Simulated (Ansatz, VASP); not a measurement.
Given: the input of a run of Ansatz 0.2.0 on FeO.

The input input.yaml:

```yaml
crystal:
  lattice:
    - [2.61246963, 0.0, 0.0]
    - [0.0, 2.61246963, 0.0]
    - [0.0, 0.0, 2.61246963]
  atoms:
    - { symbol: Fe, position: [0.0, 0.0, 0.0], spin: 4.5 }
    - { symbol: O, position: [0.5, 0.5, 0.5] }
hamiltonian:
  xc: pbe
  pseudopotentials: { kind: paw }
magnetization:
  spin_polarized: true
kpoints:
  mp_grid: { grid: [10, 10, 10] }
scf:
  occupations: { method: fermi_dirac, width: 0.05 }
output:
  forces: true
  stress: true
  eigenvalues: true
```

Potentials or basis: Ansatz PAW.

Launch:

```sh
$ ansatz run input.yaml --threads 2 --pin off --max-ram 5632MiB --backend cpu --events-out ev --progress --plain --runs-dir out
```

Question: Translate it to VASP 6.6.1. Potentials there: VASP PAW PBE potentials, release 64 (Fe, O).

Answer: As run (the cutoff follows the program's own potentials):

The input INCAR:

```
SYSTEM = FeO
PREC = Accurate ; ENCUT = 520
EDIFF = 1E-6 ; ISMEAR = -1
SIGMA = 0.05 ; LREAL = .False.
LASPH = .True. ; NELM = 150
ALGO = Normal ; ISIF = 2
LWAVE = .False. ; LCHARG = .True.
ISPIN = 2 ; MAGMOM = 4.5 0
LORBIT = 11 ; LMAXMIX = 4
GGA = PE ; LELF = .True.
LVHAR = .True. ; NBANDS = 18
```

Contents of KPOINTS:

```
Automatic mesh
0
Gamma
  10 10 10
  0 0 0
```

File POSCAR:

```
FeO
1.0
    2.6124696300      0.0000000000      0.0000000000
    0.0000000000      2.6124696300      0.0000000000
    0.0000000000      0.0000000000      2.6124696300
Fe O
1 1
Direct
    0.0000000000      0.0000000000      0.0000000000
    0.5000000000      0.5000000000      0.5000000000
```

Potentials or basis: VASP PAW PBE potentials, release 64 (Fe, O).

Run with:

```bash
$ cat potpaw_PBE.64/Fe/POTCAR potpaw_PBE.64/O/POTCAR > POTCAR
$ mpirun -np 1 vasp_std > vasp.out
```

Both were run:

|  | VASP | Ansatz | Ansatz less VASP |
| --- | --- | --- | --- |
| gap on the k mesh at the Fermi level (eV) | none | none | - |
| pressure (GPa) | 9.3 | 9.3 | -0.01 |
| net moment per atom (μB) | 2.00 | 2.00 | 0.000 |
| size of the moment on the site where the two differ most (μB) | 3.53 | 3.44 | -0.090 |

Site moments also hang on the region over which each program counts them. A gap of «none» marks a metal or a gap that the smearing closes. VASP's potentials hold 14 valence electrons a cell and Ansatz's 22, so a difference there can come from the potentials and not from the codes.
